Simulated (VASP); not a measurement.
# N in VASP: notebook, part 2 of 2

VASP 6.6.1.

## Step 4: Single point, r2SCAN

POSCAR reads:

```
N
1.0
    4.0840620000      0.0000000000      0.0000000000
    0.0000000000      4.0840620000      0.0000000000
    0.0000000000      0.0000000000      5.3459130000
N
4
Direct
    0.9042750000      0.9042750000      0.0000000000
    0.5957250000      0.4042750000      0.5000000000
    0.0957250000      0.0957250000      0.0000000000
    0.4042750000      0.5957250000      0.5100000000
```

INCAR.step1 reads:

```
SYSTEM = N
PREC = Accurate ; ENCUT = 520
ISMEAR = 0 ; SIGMA = 0.01
LREAL = .FALSE. ; LASPH = .TRUE.
NELM = 80 ; NBANDS = 18
GGA = PE ; ALGO = Normal
EDIFF = 1E-4 ; LWAVE = .TRUE.
LCHARG = .FALSE.
```

INCAR.step2 reads:

```
SYSTEM = N
PREC = Accurate ; ENCUT = 520
EDIFF = 1E-6 ; ISMEAR = 0
SIGMA = 0.01 ; LREAL = .FALSE.
LASPH = .TRUE. ; NELM = 80
ALGO = Normal ; ISIF = 2
LWAVE = .FALSE. ; LCHARG = .FALSE.
METAGGA = R2SCAN ; LMIXTAU = .TRUE.
NBANDS = 18 ; ISTART = 1
```

KPOINTS reads:

```
regular mesh
0
G
  3 3 2
  0 0 0
```

The run is started by

```bash
> cat potpaw_PBE.64/N/POTCAR > POTCAR
> cp INCAR.step1 INCAR
> mpirun -np 1 vasp_std > vasp.out
> cp INCAR.step2 INCAR
> mpirun -np 1 vasp_std > vasp.out
```

Wall time 79 s (1 thread of AMD EPYC 7R13, shared host); peak memory 0.15 GiB.

The run converged. Its results:

```
Free energy            : -36.4922 eV
Pressure               : -0.1 GPa
Largest force          : 0.164 eV/Å
Band gap on the k mesh : 7.60 eV (least direct gap 7.75 eV)
```

Forces in eV/Å, atoms in the order of the input:
```
N   -0.116 -0.115  0.004
N   -0.031  0.031  0.001
N    0.115  0.116  0.004
N    0.031 -0.031 -0.010
```

Stress tensor (GPa, compression positive):
```
-0.09  0.21 -0.01
 0.21 -0.09  0.01
-0.01  0.01 -0.22
```

Levels at points of the mesh, in eV from the valence-band top:
| k point | band 6 | band 7 | band 8 | band 9 | band 10 | band 11 | band 12 | band 13 | band 14 | band 15 |
| --- | --- | --- | --- | --- | --- | --- | --- | --- | --- | --- |
| (0.00, 0.00, 0.00) | -1.27 | -1.26 | -1.17 | -0.92 | -0.15 | 7.60 | 8.51 | 8.87 | 8.89 | 12.14 |
| (0.00, 0.00, 0.50) | -1.67 | -1.28 | -1.27 | -0.37 | -0.34 | 8.01 | 8.05 | 8.86 | 8.88 | 13.01 |

Caveat: the k points lie up to 0.59 Å⁻¹ apart; the standard files for N, O and F lose accuracy on very short bonds; the PAW data sets were made with another functional, which shifts forces and pressure a little; an odd mesh through Γ misses points on the zone boundary, where band edges can lie.

## Step 5: Single point, r2SCAN

POSCAR: that of step 4 with these lines changed.

```diff
@@ -11,2 +11,2 @@
     0.0957250000      0.0957250000      0.0000000000
-    0.4042750000      0.5957250000      0.5100000000
+    0.4042750000      0.5957250000      0.5150000000
```

INCAR.step1 reads:

```
ALGO     = Normal         # electronic algorithm
EDIFF    = 1E-4           # SCF threshold, eV
ENCUT    = 520            # plane-wave cutoff, eV
GGA      = PE             # functional
ISMEAR   = 0              # smearing method
LASPH    = T              # aspherical terms in the spheres
LCHARG   = F              # write CHGCAR
LREAL    = F              # projectors in reciprocal space
LWAVE    = T              # write WAVECAR
NBANDS   = 18             # bands
NELM     = 60             # most SCF steps
PREC     = Accurate       # precision mode
SIGMA    = 0.01           # smearing width, eV
```

INCAR.step2 reads:

```
ALGO     = Normal         # electronic algorithm
EDIFF    = 1E-6           # SCF threshold, eV
ENCUT    = 520            # plane-wave cutoff, eV
ISIF     = 2              # what is computed and relaxed
ISMEAR   = 0              # smearing method
ISTART   = 1            
LASPH    = T              # aspherical terms in the spheres
LCHARG   = T              # write CHGCAR
LELF     = T              # ELF
LMIXTAU  = T            
LREAL    = F              # projectors in reciprocal space
LVHAR    = T            
LWAVE    = F              # write WAVECAR
METAGGA  = R2SCAN         # meta-GGA
NBANDS   = 18             # bands
NELM     = 60             # most SCF steps
PREC     = Accurate       # precision mode
SIGMA    = 0.01           # smearing width, eV
```

KPOINTS reads:

```
k-points
0
Gamma
  3 3 2
```

The run is started by

```bash
> cat potpaw_PBE.64/N/POTCAR > POTCAR
> cp INCAR.step1 INCAR
> mpirun -np 1 vasp_std > vasp.out
> cp INCAR.step2 INCAR
> mpirun -np 1 vasp_std > vasp.out
```

Wall time 81 s (1 thread of AMD EPYC 7R13, shared host); peak memory 0.15 GiB.

Results (log left out):

| Item | Value |
| --- | --- |
| Free energy | -36.4917 eV |
| Pressure | -0.3 GPa |
| Largest force | 0.302 eV/Å |
| Band gap on the k mesh | 7.59 eV (least direct gap 7.74 eV) |

Forces on the atoms (eV/Å):
```
N   -0.116 -0.115  0.006
N   -0.211  0.211  0.020
N    0.115  0.116  0.006
N    0.212 -0.212 -0.033
```

Stress tensor (GPa, compression positive):
```
-0.34  0.46  0.01
 0.46 -0.34 -0.01
 0.01 -0.01 -0.22
```

Levels at points of the mesh, in eV from the valence-band top:
```
           k point  band 7  band 8  band 9  band 10  band 11  band 12  band 13  band 14
(0.00, 0.00, 0.00)   -1.25   -1.16   -0.92    -0.15     7.59     8.50     8.84     8.89
(0.00, 0.00, 0.50)   -1.28   -1.26   -0.37    -0.33     7.99     8.05     8.83     8.88
```

Caveat: the k points lie up to 0.59 Å⁻¹ apart; the standard files for N, O and F lose accuracy on very short bonds; the PAW data sets were made with another functional, which shifts forces and pressure a little; an odd mesh through Γ misses points on the zone boundary, where band edges can lie.

## Step 6: Single point, r2SCAN

POSCAR: that of step 5 with these lines changed.

```diff
@@ -11,2 +11,2 @@
     0.0957250000      0.0957250000      0.0000000000
-    0.4042750000      0.5957250000      0.5150000000
+    0.4042750000      0.5957250000      0.5200000000
```

INCAR.step1 reads:

```
  ALGO = Normal
  EDIFF = 1E-4
  ENCUT = 520
  GGA = PE
  ISMEAR = 0
  LASPH = T
  LCHARG = F
  LREAL = F
  LWAVE = T
  NBANDS = 18
  NELM = 80
  PREC = Accurate
  SIGMA = 0.01
```

INCAR.step2 reads:

```
  ALGO = Normal
  EDIFF = 1E-6
  ENCUT = 520
  ISIF = 2
  ISMEAR = 0
  ISTART = 1
  LASPH = T
  LCHARG = F
  LMIXTAU = T
  LREAL = F
  LWAVE = F
  METAGGA = R2SCAN
  NBANDS = 18
  NELM = 80
  PREC = Accurate
  SIGMA = 0.01
```

KPOINTS is that of step 5.

Potentials or basis: VASP PAW PBE potentials, release 64 (N).

The run is started by

```bash
> cat potpaw_PBE.64/N/POTCAR > POTCAR
> cp INCAR.step1 INCAR
> mpirun -np 1 vasp_std > vasp.out
> cp INCAR.step2 INCAR
> mpirun -np 1 vasp_std > vasp.out
```

Run time: 70 s. Hardware: 1 thread of AMD EPYC 7R13, shared host; peak memory 0.15 GiB.

Results (log left out):

```yaml
Free_energy: -36.4903 eV
Pressure: -0.5 GPa
Largest_force: 0.655 eV/Å
Band_gap_on_the_k_mesh: 7.58 eV (least direct gap 7.72 eV)
```

Forces on the atoms (eV/Å):
```
N   -0.116 -0.115  0.008
N   -0.459  0.459  0.061
N    0.115  0.116  0.008
N    0.460 -0.460 -0.078
```

Stress tensor (GPa, compression positive):
```
-0.69  0.80  0.06
 0.80 -0.69 -0.06
 0.06 -0.06 -0.22
```

Levels at points of the mesh, in eV from the valence-band top:
```csv
k point,band 7,band 8,band 9,band 10,band 11,band 12,band 13,band 14
"(0.00, 0.00, 0.00)",-1.23,-1.15,-0.92,-0.14,7.58,8.49,8.80,8.89
"(0.00, 0.00, 0.50)",-1.28,-1.24,-0.38,-0.32,7.96,8.05,8.80,8.88
```

Caveat: the k points lie up to 0.59 Å⁻¹ apart; the standard files for N, O and F lose accuracy on very short bonds; the PAW data sets were made with another functional, which shifts forces and pressure a little; an odd mesh through Γ misses points on the zone boundary, where band edges can lie.

## Step 7: The runs side by side

| cell | gap on the mesh (eV) | pressure (GPa) | largest force (eV/Å) |
| --- | --- | --- | --- |
| as given, atomic positions A | 7.61 | 0.0 | 0.16 |
| as given, atomic positions B | 7.61 | 0.0 | 0.16 |
| as given, atomic positions C | 7.60 | -0.1 | 0.16 |
| as given, atomic positions D | 7.59 | -0.3 | 0.30 |
| as given, atomic positions E | 7.58 | -0.5 | 0.66 |

Alike in all rows: task single point; level r2SCAN; potentials or basis VASP PAW PBE potentials, release 64 (N); no spin polarisation; k mesh 3 × 3 × 2; cutoff (eV) 520; smearing gaussian 0.01 eV.

Caveats: all runs use coarse meshes; the standard files for N, O and F lose accuracy on very short bonds; the PAW data sets were made with another functional, which shifts forces and pressure a little; an odd mesh through Γ misses points on the zone boundary, where band edges can lie.

Absolute energies hang on the potentials; compare differences alone.
